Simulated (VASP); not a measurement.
Cr:

```
Cr
1.0
     2.71400    0.00000    0.00000
    -1.35700    2.35039    0.00000
     0.00000    0.00000    4.41000
Cr
2
Direct
  0.33333 0.66667 0.25000
  0.66667 0.33333 0.75000
```

This isn't the form of Cr at room conditions, which is bcc.

Base run:

- Program: VASP 6.6.1
- Functional: LDA
- Potentials or basis: VASP PAW LDA potentials, release 64 (Cr_pv)
- Cutoff: 520 eV
- k mesh: 9 × 9 × 5
- Occupations: fermi-dirac, width 0.025 eV
- Spin: collinear spin, ferromagnetic start
- Starting moments: [0.4, 0.4] μB

Its results: pressure -39.2 GPa; net moment 0.29 μB per cell; site moments Cr +0.13 μB.

Problem. The run is repeated on the same cell with these changes: further incar settings from ALGO = Normal; EDIFF = 1e-06; NBANDS = 23 to ALGO = Normal; EDIFF = 1e-07; NBANDS = 23; moments at the start from [0.4, 0.4] to [3.0, 3.0]. What comes out?

Solution. Pressure -38.9 GPa; net moment 0.73 μB per cell; site moments Cr +0.33 μB.

Caveats: the cell stands under tension; an empty level that is flat over the whole mesh can mark a ghost state of the potentials, or a narrow d or f band.
